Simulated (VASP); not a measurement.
# Ge5Pd (P-6m2) in VASP: further runs

Runs on Ge5Pd. Level: PBE. Tasks: single point, relaxation of cell and atoms.

Everything below comes from runs of VASP 6.6.1. Logs are shortened: lines on timing, memory, paths and dates and some standing lists are left out, and cuts for length are marked.

### 1 The cell of the first run

It takes space group P-6m2 (No. 187, hexagonal). The conventional cell has a = 2.864 Å, b = 2.864 Å, c = 15.979 Å, α = 90.00°, β = 90.00°, γ = 120.00°. Within 3.7 Å of Ge (site symmetry 3m) lie 3 Pd at 2.78 Å and 9 Ge at 2.86 to 3.40 Å. Within 3.8 Å of Ge (site symmetry 3m) lie 12 Ge at 2.86 to 3.40 Å. Within 3.8 Å of Ge (site symmetry -6m2) lie 12 Ge at 2.86 to 3.25 Å. Within 3.7 Å of Pd (site symmetry -6m2) lie 6 Ge at 2.78 Å and 6 Pd at 2.86 Å.

The cell was built from a structure type or drawn by symmetry, and may not be a known phase.

### 2 Single point, PBE

The input, INCAR:

```
SYSTEM = Ge5Pd
ALGO     = Normal         ! electronic algorithm
EDIFF    = 1E-6           ! SCF threshold, eV
ENCUT    = 520            ! plane-wave cutoff, eV
GGA      = PE             ! functional
ISIF     = 2              ! what is computed and relaxed
ISMEAR   = 0              ! smearing method
LASPH    = .True.         ! aspherical terms in the spheres
LCHARG   = .False.        ! write CHGCAR
LREAL    = .False.        ! projectors in reciprocal space
LWAVE    = .False.        ! write WAVECAR
NBANDS   = 49             ! bands
NELM     = 100            ! most SCF steps
PREC     = Accurate       ! precision mode
SIGMA    = 0.1            ! smearing width, eV
```

The input, KPOINTS:

```
k-points
0
Gamma
  6 6 1
  0 0 0
```

The input, POSCAR:

```
Ge5Pd
1.0
    2.8642132743      0.0000000000      0.0000000000
   -1.4321066372      2.4804814574      0.0000000000
    0.0000000000      0.0000000000     15.9792059481
Ge Pd
5 1
Direct
    0.6666666667      0.3333333333      0.8603937024
    0.0000000000      0.0000000000      0.6747706303
    0.6666666667      0.3333333333      0.5000000000
    0.0000000000      0.0000000000      0.3252293697
    0.6666666667      0.3333333333      0.1396062976
    0.0000000000      0.0000000000      0.0000000000
```

Potentials or basis: VASP PAW PBE potentials, release 64 (Ge_d, Pd).

Run with:

```sh
$ cat potpaw_PBE.64/Ge_d/POTCAR potpaw_PBE.64/Pd/POTCAR > POTCAR
$ mpirun -np 1 vasp_std > vasp.out
```

OUTCAR:

```text
SYSTEM = Ge5Pd
   EDIFF = 1E-6
   ENCUT = 520
   GGA = PE
   ISIF = 2
   ISMEAR = 0
   LASPH = .True.
   LREAL = .False.
   NELM = 100
   PREC = Accurate

 ion  position               nearest neighbor table
   1  0.667  0.333  0.860-   6 2.78   6 2.78   6 2.78
   2  0.000  0.000  0.675-
   3  0.667  0.333  0.500-
   4  0.000  0.000  0.325-
   5  0.667  0.333  0.140-   6 2.78   6 2.78   6 2.78
   6  0.000  0.000  0.000-   1 2.78   5 2.78   1 2.78   5 2.78   1 2.78   5 2.78

  LATTYP: Found a hexagonal cell.
 ALAT       =     2.8642132743
 C/A-ratio  =     5.5789162391

  Lattice vectors:

 A1 = (   2.8642132743,   0.0000000000,   0.0000000000)
 A2 = (  -1.4321066372,   2.4804814574,   0.0000000000)
 A3 = (   0.0000000000,   0.0000000000,  15.9792059481)

Analysis of symmetry for initial positions (statically):
=====================================================================
 Subroutine PRICEL returns:
 Original cell was already a primitive cell.

 Routine SETGRP: Setting up the symmetry group for a
 hexagonal supercell.

 Subroutine GETGRP returns: Found 12 space group operations
 (whereof 12 operations were pure point group operations)
 out of a pool of 24 trial point group operations.

The static configuration has the point symmetry D_3h.

Analysis of symmetry for dynamics (positions and initial velocities):
=====================================================================
 Subroutine PRICEL returns:
 Original cell was already a primitive cell.

 Routine SETGRP: Setting up the symmetry group for a
 hexagonal supercell.

 Subroutine GETGRP returns: Found 12 space group operations
 (whereof 12 operations were pure point group operations)
 out of a pool of 24 trial point group operations.

The dynamic configuration has the point symmetry D_3h.

 Subroutine INISYM returns: Found 12 space group operations
 (whereof 12 operations are pure point group operations),
 and found     1 'primitive' translations

----------------------------------------------------------------------------------------

                                     Primitive cell

[... 76 lines left out ...]
   LSORBIT =      F    spin-orbit coupling
   LASPH  =      T    aspherical Exc in radial PAW
   ENCUT  =  520.0 eV  38.22 Ry    6.18 a.u.   5.33  5.33 29.71*2*pi/ulx,y,z
   NELM   =    100;   NELMIN=  2; NELMDL= -5     # of ELM steps
   EDIFF  = 0.1E-05   stopping-criterion for ELM
   LREAL  =      F    real-space projection
   EDIFFG = 0.1E-04   stopping-criterion for IOM
   NSW    =      0    number of steps for IOM
   IBRION =     -1    ionic relax: 0-MD 1-quasi-New 2-CG
   NFREE  =      0    steps in history (QN), initial steepest desc. (CG)
   ISIF   =      2    stress and relaxation
   ISYM   =      2    0-nonsym 1-usesym 2-fastsym
   POTIM  = 0.5000    time-step for ionic-motion
   TEBEG  =    0.0;   TEEND  =   0.0 temperature during run
   PSTRESS=    0.0 pullay stress
   NELECT =      80.0000    total number of electrons
   NUPDOWN=      -1.0000    fix difference up-down
   EMIN   =  10.00;   EMAX   =-10.00  energy-range for DOS
   EFERMI =   0.00;   METHOD = LEGACY
   ISMEAR =     0;   SIGMA  =   0.10  broadening in eV -4-tet -1-fermi 0-gaus
   EFERMI_NEDOS =   21; number of points for ismear=-14 and -15
   IALGO  =     38    algorithm
   IMIX   =      4    mixing-type and parameters
     AMIX     =   0.40;   BMIX     =  1.00
     AMIX_MAG =   1.60;   BMIX_MAG =  1.00
  volume/ion in A,a.u.               =      18.92       127.69
  Fermi-wavevector in a.u.,A,eV,Ry     =   1.456820  2.752991 28.875990  2.122325
  Thomas-Fermi vector in A             =   2.573694
   LORBIT       =      0    0 simple, 1 ext, 2 COOP (PROOUT), +10 PAW based schemes
   GGA     = PE    functional components
   LHFCALC =     F    Hartree Fock is set to
   AEXX    =    0.0000 exact exchange contribution
   IVDW    =     0    specifies the selected vdW correction
   LEPSILON=     F    determine dielectric tensor
   LRPA    =     F    only Hartree local field effects (RPA)
 non-spin polarized calculation
 Gauss-broadening in eV      SIGMA  =   0.10
  energy-cutoff  :      520.00
  volume of cell :      113.53
 maximum number of plane-waves:      3083
 NGX is ok and might be reduce to    24
   NGX = 11   NGY = 11   NGZ = 59

 number of electron      80.0000035 magnetization

 Free energy of the ion-electron system (eV)
  ---------------------------------------------------
  ext. energy  EPLUGINS =         0.00000000
  ---------------------------------------------------
  free energy    TOTEN  =       -26.82848268 eV

  energy without entropy =      -26.81796837  energy(sigma->0) =      -26.82322553

 E-fermi :   6.9176     XC(G=0): -11.3053

 val. band max:        6.6119932199   @ k =   0.3333   0.1667   0.0000
 cond. band min:       6.9210624501   @ k =   0.3333  -0.0000   0.0000
 fundamental gap:      0.3090692302
 Fermi energy:         6.9176276411

 k-point     1 :       0.0000    0.0000    0.0000
  band No.  band energies     occupation
      1     -17.9842      2.00000
      2     -17.9827      2.00000
      3     -17.9675      2.00000
      4     -17.9675      2.00000
      5     -17.9674      2.00000
      6     -17.9674      2.00000
[... 353 lines left out ...]
     48       9.2768      0.00000
     49      10.1466      0.00000

------------------------ aborting loop because EDIFF is reached ----------------------------------------

  FORCE on cell =-STRESS in cart. coord.  units (eV):
  Direction    XX          YY          ZZ          XY          YZ          ZX
  --------------------------------------------------------------------------------------
  -------------------------------------------------------------------------------------
  Total        0.1161881      0.1161881     -0.0385447     -0.0000000     -0.0000000      0.0000000
  in kB        1.6397432      1.6397432     -0.5439744     -0.0000000     -0.0000000      0.0000000
  external PRESSURE =       0.9118373 kB  Pullay stress =       0.0000000 kB

 VOLUME and BASIS-vectors are now :
 -----------------------------------------------------------------------------
  energy-cutoff  :      520.00
  volume of cell :      113.53
      direct lattice vectors                 reciprocal lattice vectors
     2.864213274  0.000000000  0.000000000     0.349136012  0.201573770  0.000000000
    -1.432106637  2.480481457  0.000000000     0.000000000  0.403147541  0.000000000
     0.000000000  0.000000000 15.979205948     0.000000000  0.000000000  0.062581332

 POSITION                                       TOTAL-FORCE (eV/Angst)
 -----------------------------------------------------------------------------------
      1.43211      0.82683     13.74841         0.000000      0.000000     -0.024968
      0.00000      0.00000     10.78230        -0.000000      0.000000     -0.007525
      1.43211      0.82683      7.98960         0.000000      0.000000     -0.000000
      0.00000      0.00000      5.19691        -0.000000     -0.000000      0.007525
      1.43211      0.82683      2.23080         0.000000     -0.000000      0.024968
      0.00000      0.00000      0.00000         0.000000      0.000000     -0.000000
 -----------------------------------------------------------------------------------
    total drift:                               -0.000000      0.000000      0.000000

  FREE ENERGIE OF THE ION-ELECTRON SYSTEM (eV)
  ---------------------------------------------------
  free  energy   TOTEN  =       -26.8284826838 eV

  energy  without entropy=      -26.8179683738  energy(sigma->0) =      -26.82322553
```

OSZICAR:

```text
N       E                     dE             d eps       ncg     rms          rms(c)
DAV:   1     0.887329412909E+03    0.88733E+03   -0.36823E+04   846   0.452E+03
DAV:   2     0.143102217004E+03   -0.74423E+03   -0.71679E+03   686   0.109E+03
DAV:   3    -0.152114690593E+02   -0.15831E+03   -0.15307E+03   744   0.248E+02
DAV:   4    -0.267393883114E+02   -0.11528E+02   -0.11321E+02   802   0.748E+01
DAV:   5    -0.270920092659E+02   -0.35262E+00   -0.35159E+00   763   0.145E+01    0.675E+00
DAV:   6    -0.268901364771E+02    0.20187E+00   -0.10298E+00   964   0.643E+00    0.378E+00
DAV:   7    -0.268812490611E+02    0.88874E-02   -0.43057E-01   795   0.511E+00    0.185E+00
DAV:   8    -0.268473124558E+02    0.33937E-01   -0.32860E-01  1048   0.462E+00    0.971E-01
DAV:   9    -0.268282335745E+02    0.19079E-01   -0.81340E-02  1002   0.197E+00    0.207E-01
DAV:  10    -0.268283655487E+02   -0.13197E-03   -0.10258E-02   803   0.104E+00    0.950E-02
DAV:  11    -0.268284560334E+02   -0.90485E-04   -0.13770E-03   827   0.552E-01    0.449E-02
DAV:  12    -0.268284810250E+02   -0.24992E-04   -0.18301E-04   811   0.133E-01    0.120E-02
DAV:  13    -0.268284824634E+02   -0.14385E-05   -0.19937E-05   898   0.597E-02    0.533E-03
DAV:  14    -0.268284826838E+02   -0.22041E-06   -0.25153E-06   587   0.276E-02
   1 F= -.26828483E+02 E0= -.26823226E+02  d E =-.105143E-01
```

stdout:

```text
POSCAR found type information on POSCAR GePd
 POSCAR found :  2 types and       6 ions
 scaLAPACK will be used
 LDA part: xc-table for (Slater+PW92), standard interpolation
 POSCAR, INCAR and KPOINTS ok, starting setup
 FFT: planning ... GRIDC
 FFT: planning ... GRID_SOFT
 FFT: planning ... GRID
 WAVECAR not read
 entering main loop
```

Wall time 24 s (1 thread of Intel Xeon 6975P-C (Granite Rapids), shared host); peak memory 0.25 GiB.

Results:

```yaml
Free_energy: -26.8285 eV
Pressure: 0.1 GPa
Largest_force: 0.025 eV/Å
Band_gap_on_the_k_mesh: zero (bands 40 and 41 overlap by 5.25 eV)
```

Forces on the atoms (eV/Å):
```
Ge   0.000  0.000 -0.025
Ge   0.000  0.000 -0.008
Ge   0.000  0.000  0.000
Ge   0.000  0.000  0.008
Ge   0.000  0.000  0.025
Pd   0.000  0.000  0.000
```

Levels at points of the mesh, in eV from the Fermi level:
```tsv
k point	band 37	band 38	band 39	band 40	band 41	band 42	band 43	band 44
(0.00, 0.00, 0.00)	-2.06	-2.06	-1.06	2.70	4.92	8.91	8.91	9.18
(0.50, 0.00, 0.00)	-2.86	-2.60	-1.55	-0.97	0.14	0.15	2.05	2.13
```

Caveat: the k points lie up to 0.42 Å⁻¹ apart, too coarse for converged energies and pressures of a metal.

[end of part 1 of 2]
